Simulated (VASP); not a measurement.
# La (P6_3/mmc) in VASP: notebook

Runs on La. Level: PBE. Tasks: single point, relaxation of cell and atoms.

Everything below comes from runs of VASP 6.6.1. Logs are shortened: lines on timing, memory, paths and dates and some standing lists are left out, and cuts for length are marked.

### 1 The cell of the first run

Symmetry: P6_3/mmc, No. 194, hexagonal system. Conventional cell: a = 3.772 Å, b = 3.772 Å, c = 6.101 Å, α = 90.00°, β = 90.00°, γ = 120.00°. La (site symmetry -6m2) has 12 La at 3.75 to 3.77 Å within 4.9 Å.

### 2 Single point, PBE

INCAR

```
SYSTEM = La
PREC = Accurate
ENCUT = 520
EDIFF = 1E-6
ISMEAR = -1
SIGMA = 0.05
LREAL = .False.
LASPH = .True.
NELM = 80
ALGO = Normal
ISIF = 2
LWAVE = .False.
LCHARG = .True.
GGA = PE
LELF = .True.
LVHAR = .True.
NBANDS = 18
```

KPOINTS

```
Automatic mesh
0
Gamma
  13 13 7
  0 0 0
```

POSCAR

```
La
1.0
    3.7723445511      0.0000000000      0.0000000000
   -1.8861722756      3.2669462131      0.0000000000
    0.0000000000      0.0000000000      6.1014242365
La
2
Direct
    0.3333333333      0.6666666667      0.2500000000
    0.6666666667      0.3333333333      0.7500000000
```

Potentials or basis: VASP PAW PBE potentials, release 64 (La).

Launch:

```console
$ cat potpaw_PBE.64/La/POTCAR > POTCAR
$ mpirun -np 1 vasp_std > vasp.out
```

OUTCAR:

```text
SYSTEM = La
   PREC = Accurate
   ENCUT = 520
   EDIFF = 1E-6
   ISMEAR = -1
   LREAL = .False.
   LASPH = .True.
   NELM = 80
   ISIF = 2
   GGA = PE

 ion  position               nearest neighbor table
   1  0.333  0.667  0.250-
   2  0.667  0.333  0.750-

  LATTYP: Found a hexagonal cell.
 ALAT       =     3.7723445511
 C/A-ratio  =     1.6174090553

  Lattice vectors:

 A1 = (   3.7723445511,   0.0000000000,   0.0000000000)
 A2 = (  -1.8861722756,   3.2669462131,   0.0000000000)
 A3 = (   0.0000000000,   0.0000000000,   6.1014242365)

Analysis of symmetry for initial positions (statically):
=====================================================================
 Subroutine PRICEL returns:
 Original cell was already a primitive cell.

 Routine SETGRP: Setting up the symmetry group for a
 hexagonal supercell.

 Subroutine GETGRP returns: Found 24 space group operations
 (whereof 12 operations were pure point group operations)
 out of a pool of 24 trial point group operations.

The static configuration has the point symmetry D_3d.
 The point group associated with its full space group is D_6h.

Analysis of symmetry for dynamics (positions and initial velocities):
=====================================================================
 Subroutine PRICEL returns:
 Original cell was already a primitive cell.

 Routine SETGRP: Setting up the symmetry group for a
 hexagonal supercell.

 Subroutine GETGRP returns: Found 24 space group operations
 (whereof 12 operations were pure point group operations)
 out of a pool of 24 trial point group operations.

The dynamic configuration has the point symmetry D_3d.
 The point group associated with its full space group is D_6h.

 Subroutine INISYM returns: Found 24 space group operations
 (whereof 12 operations are pure point group operations),
 and found     1 'primitive' translations

----------------------------------------------------------------------------------------

                                     Primitive cell

  volume of cell :      75.1942

  direct lattice vectors                    reciprocal lattice vectors
     3.772344551  0.000000000  0.000000000     0.265087133  0.153048127  0.000000000
    -1.886172276  3.266946213  0.000000000     0.000000000  0.306096255  0.000000000
     0.000000000  0.000000000  6.101424236     0.000000000  0.000000000  0.163896160

  length of vectors
     3.772344551  3.772344551  6.101424236     0.306096255  0.306096255  0.163896160

  position of ions in fractional coordinates (direct lattice)
     0.333333333  0.666666667  0.250000000
     0.666666667  0.333333333  0.750000000

  ion indices of the primitive-cell ions
   primitive index   ion index
                 1           1
                 2           2

----------------------------------------------------------------------------------------

 KPOINTS: Automatic mesh

Automatic generation of k-mesh.
 Grid dimensions read from file:
 generate k-points for:   13   13    7

 Generating k-lattice:

  Cartesian coordinates                     Fractional coordinates (reciprocal lattice)
     0.020391318  0.011772933  0.000000000     0.076923077  0.000000000  0.000000000
     0.000000000  0.023545866  0.000000000     0.000000000  0.076923077  0.000000000
     0.000000000  0.000000000  0.023413737     0.000000000  0.000000000  0.142857143

  Length of vectors
     0.023545866  0.023545866  0.023413737

  Shift w.r.t. Gamma in fractional coordinates (k-lattice)
     0.000000000  0.000000000  0.000000000

 Subroutine IBZKPT returns following result:
 ===========================================

 Found     84 irreducible k-points:

 Following reciprocal coordinates:
            Coordinates               Weight
  0.000000  0.000000  0.000000      1.000000
  0.076923  0.000000  0.000000      6.000000
  0.153846  0.000000  0.000000      6.000000
  0.230769  0.000000  0.000000      6.000000
  0.307692  0.000000  0.000000      6.000000
  0.384615  0.000000  0.000000      6.000000
[... 16 lines left out ...]
  0.076923  0.000000  0.142857     12.000000
  0.153846  0.000000  0.142857     12.000000
 [... further k-points ...]
   k-points           NKPTS =     84   k-points in BZ     NKDIM =     84   number of bands    NBANDS=     18
   number of dos      NEDOS =    301   number of ions     NIONS =      2
   total plane-waves  NPLWV =  37632
   dimension x,y,z NGX =    28 NGY =   28 NGZ =   48
   dimension x,y,z NGXF=    56 NGYF=   56 NGZF=   96
   ions per type =               2
   NGX,Y,Z   is equivalent  to a cutoff of  12.34, 12.34, 13.08 a.u.
   NGXF,Y,Z  is equivalent  to a cutoff of  24.68, 24.68, 26.16 a.u.
 SYSTEM =  La
   PREC   = accura    normal or accurate (medium, high low for compatibility)
   ISTART =      0    job   : 0-new  1-cont  2-samecut
   ICHARG =      2    charge: 1-file 2-atom 10-const
   ISPIN  =      1    spin polarized calculation?
   LNONCOLLINEAR =      F non collinear calculations
   LSORBIT =      F    spin-orbit coupling
   LASPH  =      T    aspherical Exc in radial PAW
   ENCUT  =  520.0 eV  38.22 Ry    6.18 a.u.   7.01  7.01 11.34*2*pi/ulx,y,z
   NELM   =     80;   NELMIN=  2; NELMDL= -5     # of ELM steps
   EDIFF  = 0.1E-05   stopping-criterion for ELM
   LREAL  =      F    real-space projection
   EDIFFG = 0.1E-04   stopping-criterion for IOM
   NSW    =      0    number of steps for IOM
   IBRION =     -1    ionic relax: 0-MD 1-quasi-New 2-CG
   NFREE  =      0    steps in history (QN), initial steepest desc. (CG)
   ISIF   =      2    stress and relaxation
   ISYM   =      2    0-nonsym 1-usesym 2-fastsym
   POTIM  = 0.5000    time-step for ionic-motion
   TEBEG  =    0.0;   TEEND  =   0.0 temperature during run
   PSTRESS=    0.0 pullay stress
   NELECT =      22.0000    total number of electrons
   NUPDOWN=      -1.0000    fix difference up-down
   EMIN   =  10.00;   EMAX   =-10.00  energy-range for DOS
   EFERMI =   0.00;   METHOD = LEGACY
   ISMEAR =    -1;   SIGMA  =   0.05  broadening in eV -4-tet -1-fermi 0-gaus
   EFERMI_NEDOS =   21; number of points for ismear=-14 and -15
   IALGO  =     38    algorithm
   IMIX   =      4    mixing-type and parameters
     AMIX     =   0.40;   BMIX     =  1.00
     AMIX_MAG =   1.60;   BMIX_MAG =  1.00
  volume/ion in A,a.u.               =      37.60       253.72
  Fermi-wavevector in a.u.,A,eV,Ry     =   1.086811  2.053776 16.070646  1.181159
  Thomas-Fermi vector in A             =   2.222957
   LORBIT       =      0    0 simple, 1 ext, 2 COOP (PROOUT), +10 PAW based schemes
   GGA     = PE    functional components
   LHFCALC =     F    Hartree Fock is set to
   AEXX    =    0.0000 exact exchange contribution
   IVDW    =     0    specifies the selected vdW correction
   LEPSILON=     F    determine dielectric tensor
   LRPA    =     F    only Hartree local field effects (RPA)
 non-spin polarized calculation
  energy-cutoff  :      520.00
  volume of cell :       75.19
 maximum number of plane-waves:      2039
 NGX is ok and might be reduce to    28
   NGX = 13   NGY = 13   NGZ = 23

 number of electron      21.9999997 magnetization

 Free energy of the ion-electron system (eV)
  ---------------------------------------------------
  ext. energy  EPLUGINS =         0.00000000
  ---------------------------------------------------
  free energy    TOTEN  =        -9.73385694 eV

  energy without entropy =       -9.70462306  energy(sigma->0) =       -9.71924000

 E-fermi :   7.7370     XC(G=0):  -9.5115

 val. band max:        7.7340230069   @ k =   0.3846   0.2308   0.4286
 cond. band min:       7.7399290669   @ k =   0.3846   0.0000   0.2857
 fundamental gap:      0.0059060599
 Fermi energy:         7.7369575582

 k-point     1 :       0.0000    0.0000    0.0000
  band No.  band energies     occupation
      1     -25.1381      2.00000
      2     -24.9451      2.00000
      3      -9.4924      2.00000
      4      -8.3468      2.00000
      5      -8.3468      2.00000
      6      -8.1681      2.00000
[... 10 lines left out ...]
     17       9.3977      0.00000
     18       9.4733      0.00000

 k-point     2 :       0.0769    0.0000    0.0000
  band No.  band energies     occupation
      1     -25.1290      2.00000
      2     -24.9408      2.00000
      3      -9.4684      2.00000
      4      -8.4089      2.00000
      5      -8.3663      2.00000
      6      -8.2321      2.00000
[... 10 lines left out ...]
     17       9.4210      0.00000
     18       9.4740      0.00000

 k-point     3 :       0.1538    0.0000    0.0000
  band No.  band energies     occupation
      1     -25.1034      2.00000
      2     -24.9292      2.00000
      3      -9.3988      2.00000
      4      -8.5787      2.00000
      5      -8.4181      2.00000
      6      -8.4028      2.00000
[... 10 lines left out ...]
     17       9.4314      0.00000
     18       9.4726      0.00000

 k-point     4 :       0.2308    0.0000    0.0000
  band No.  band energies     occupation
      1     -25.0656      2.00000
      2     -24.9140      2.00000
      3      -9.2913      2.00000
      4      -8.8125      2.00000
      5      -8.6289      2.00000
      6      -8.4870      2.00000
[... 10 lines left out ...]
     17       9.5150      0.00000
     18       9.5287      0.00000

 k-point     5 :       0.3077    0.0000    0.0000
  band No.  band energies     occupation
      1     -25.0228      2.00000
      2     -24.9000      2.00000
      3      -9.1588      2.00000
      4      -9.0531      2.00000
      5      -8.8538      2.00000
      6      -8.5565      2.00000
[... 10 lines left out ...]
     17       9.5439      0.00000
     18       9.5686      0.00000

 k-point     6 :       0.3846    0.0000    0.0000
  band No.  band energies     occupation
      1     -24.9834      2.00000
      2     -24.8920      2.00000
      3      -9.2463      2.00000
      4      -9.0309      2.00000
      5      -9.0223      2.00000
      6      -8.6119      2.00000
[... 307 lines left out ...]
 k-point    21 :       0.3077    0.3077    0.0000
  band No.  band energies     occupation
      1     -24.9180      2.00000
      2     -24.8992      2.00000
      3      -9.1770      2.00000
      4      -9.0052      2.00000
      5      -8.9295      2.00000
      6      -8.7374      2.00000
[... 10 lines left out ...]
     17       9.4624      0.00000
     18       9.5328      0.00000

 k-point    22 :       0.0000    0.0000    0.1429
  band No.  band energies     occupation
      1     -25.1288      2.00000
      2     -24.9549      2.00000
      3      -9.4324      2.00000
      4      -8.3381      2.00000
      5      -8.3381      2.00000
      6      -8.2122      2.00000
[... 10 lines left out ...]
     17       9.3701      0.00000
     18       9.5232      0.00000

 k-point    23 :       0.0769    0.0000    0.1429
  band No.  band energies     occupation
      1     -25.1200      2.00000
      2     -24.9504      2.00000
      3      -9.4112      2.00000
      4      -8.3987      2.00000
      5      -8.3571      2.00000
      6      -8.2774      2.00000
[... 10 lines left out ...]
     17       9.4380      0.00000
     18       9.5391      0.00000

 k-point    24 :       0.1538    0.0000    0.1429
  band No.  band energies     occupation
      1     -25.0950      2.00000
      2     -24.9380      2.00000
      3      -9.3510      2.00000
      4      -8.5640      2.00000
      5      -8.4455      2.00000
      6      -8.4075      2.00000
[... 10 lines left out ...]
     17       9.4668      0.00000
     18       9.5003      0.00000

 [... further k-points ...]
[... 5 lines left out ...]
  --------------------------------------------------------------------------------------
  -------------------------------------------------------------------------------------
  Total        0.0370471      0.0370471      0.0303767     -0.0000000      0.0000000      0.0000000
  in kB        0.7893702      0.7893702      0.6472410     -0.0000000      0.0000000      0.0000000
  external PRESSURE =       0.7419938 kB  Pullay stress =       0.0000000 kB

 VOLUME and BASIS-vectors are now :
 -----------------------------------------------------------------------------
  energy-cutoff  :      520.00
  volume of cell :       75.19
      direct lattice vectors                 reciprocal lattice vectors
     3.772344551  0.000000000  0.000000000     0.265087133  0.153048127  0.000000000
    -1.886172276  3.266946213  0.000000000     0.000000000  0.306096255  0.000000000
     0.000000000  0.000000000  6.101424236     0.000000000  0.000000000  0.163896160

 POSITION                                       TOTAL-FORCE (eV/Angst)
 -----------------------------------------------------------------------------------
     -0.00000      2.17796      1.52536         0.000000      0.000000      0.000000
      1.88617      1.08898      4.57607        -0.000000     -0.000000      0.000000
 -----------------------------------------------------------------------------------
    total drift:                               -0.000000      0.000000     -0.000000

  FREE ENERGIE OF THE ION-ELECTRON SYSTEM (eV)
  ---------------------------------------------------
  free  energy   TOTEN  =        -9.7338569436 eV

  energy  without entropy=       -9.7046230556  energy(sigma->0) =       -9.71924000
```

It took 3.3 min on 1 thread of Oxide Virtual Turin-like, shared host; peak memory 0.23 GiB.

Results:

```
Free energy            : -9.7339 eV
Pressure               : 0.1 GPa
Band gap on the k mesh : zero (band 11 reaches 8.84 eV, above the bottom of band 12 at 7.52 eV)
```

Caveat: spin-orbit coupling is left out, which moves the levels of the heavy elements.

### 3 Relaxation of cell and atoms, PBE

This run uses another cell than the first one, of 37.33 Å³/atom, 0.993 times its volume.

INCAR

```
SYSTEM = La
ALGO     = Normal         ! electronic algorithm
EDIFF    = 1E-6           ! SCF threshold, eV
EDIFFG   = -0.005         ! ionic threshold
ENCUT    = 600            ! plane-wave cutoff, eV
GGA      = PE             ! functional
IBRION   = 2              ! ionic algorithm
ISIF     = 3              ! what is computed and relaxed
ISMEAR   = -1             ! smearing method
LASPH    = .True.         ! aspherical terms in the spheres
LCHARG   = .False.        ! write CHGCAR
LREAL    = .False.        ! projectors in reciprocal space
LWAVE    = .False.        ! write WAVECAR
NELM     = 60             ! most SCF steps
NSW      = 60             ! ionic steps
PREC     = Accurate       ! precision mode
SIGMA    = 0.05           ! smearing width, eV
```

KPOINTS

```
k-points
0
Gamma
  13 13 7
  0 0 0
```

POSCAR

```
La
1.0
    3.7612476874      0.0000000000      0.0000000000
   -1.8806238437      3.2573360472      0.0000000000
    0.0000000000      0.0000000000      6.0932212535
La
2
Direct
    0.3333333333      0.6666666667      0.2500000000
    0.6666666667      0.3333333333      0.7500000000
```

Potentials or basis: VASP PAW PBE potentials, release 64 (La).

Launch:

```console
$ cat potpaw_PBE.64/La/POTCAR > POTCAR
$ mpirun -np 1 vasp_std > vasp.out
```

Wall time 7.4 min (1 thread of Oxide Virtual Turin-like, shared host); peak memory 0.27 GiB.

It converged, with:

```
Free energy                            : -9.7353 eV
Relaxed volume                         : 37.68 Å³/atom
Relaxed cell                           : a = 3.774 Å, b = 3.774 Å, c = 6.108 Å, α = 90.00°, β = 90.00°, γ = 120.00°
Space group after relaxing (to 0.05 Å) : P6_3/mmc (No. 194)
Energy gained by relaxing              : 0.3 meV/atom
Ionic steps                            : 5
Pressure after relaxing                : 0.0 GPa
Band gap on the k mesh                 : zero (band 11 reaches 8.81 eV, above the bottom of band 12 at 7.50 eV)
```

The path:
```csv
step,energy change (eV),largest force (eV/Å),pressure (GPa),volume (Å³)
1,0.0000,0.0000,0.27,74.65
2,-0.0006,0.0000,0.02,75.33
3,-0.0006,0.0000,-0.02,75.39
4,-0.0006,0.0000,0.01,75.36
5,-0.0006,0.0000,0.00,75.37
```

Final structure:
```
La
1.0
     3.77449    0.00000    0.00000
    -1.88724    3.26880    0.00000
     0.00000    0.00000    6.10841
La
2
Direct
  0.33333 0.66667 0.25000
  0.66667 0.33333 0.75000
```

Levels at points of the mesh, in eV from the Fermi level:
```tsv
k point	band 7	band 8	band 9	band 10	band 11	band 12	band 13	band 14	band 15
(0.00, 0.00, 0.00)	-15.91	-15.88	-3.18	-1.73	1.10	1.32	1.32	1.53	1.61
```

Caveat: spin-orbit coupling is left out, which moves the levels of the heavy elements.
